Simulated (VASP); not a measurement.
The system is CdS.

```
Cd S
1.0
     0.00000    2.75324    2.75324
     2.75324    0.00000    2.75324
     2.75324    2.75324    0.00000
Cd S
1 1
Cartesian
  0.0000 0.0000 0.0000
  2.7532 2.7532 2.7532
```

| Item | Value |
| --- | --- |
| Program | VASP 6.6.1 |
| Task | relaxation of cell and atoms |
| Functional | PBEsol |
| Potentials or basis | VASP PAW PBE potentials, release 64 (Cd_sv_GW, S) |
| Cutoff | 540 eV |
| k mesh | 5 × 5 × 5 |
| Occupations | gaussian, width 0.01 eV |
| Spin | no spin polarisation |

At the start: pressure -5.4 GPa; volume 20.87 Å³/atom.

Q: How do energy, volume and symmetry change on relaxing?

A: Over 3 steps the energy falls by 24.5 meV/atom and the volume is 19.50 Å³/atom (-6.6 %); space group Fm-3m (No. 225, to 0.05 Å).

Step by step:
```tsv
step	energy change (eV)	largest force (eV/Å)	pressure (GPa)	volume (Å³)
1	0.0000	0.0000	-5.38	41.74
2	-0.0346	0.0000	3.55	37.65
3	-0.0491	0.0000	0.00	39.00
```

Final structure:
```
Cd S
1.0
     0.00000    2.69169    2.69169
     2.69169    0.00000    2.69169
     2.69169    2.69169    0.00000
Cd S
1 1
Direct
  0.00000 0.00000 0.00000
  0.50000 0.50000 0.50000
```

Caveat: the PAW data sets were made with another functional, which shifts forces and pressure a little.
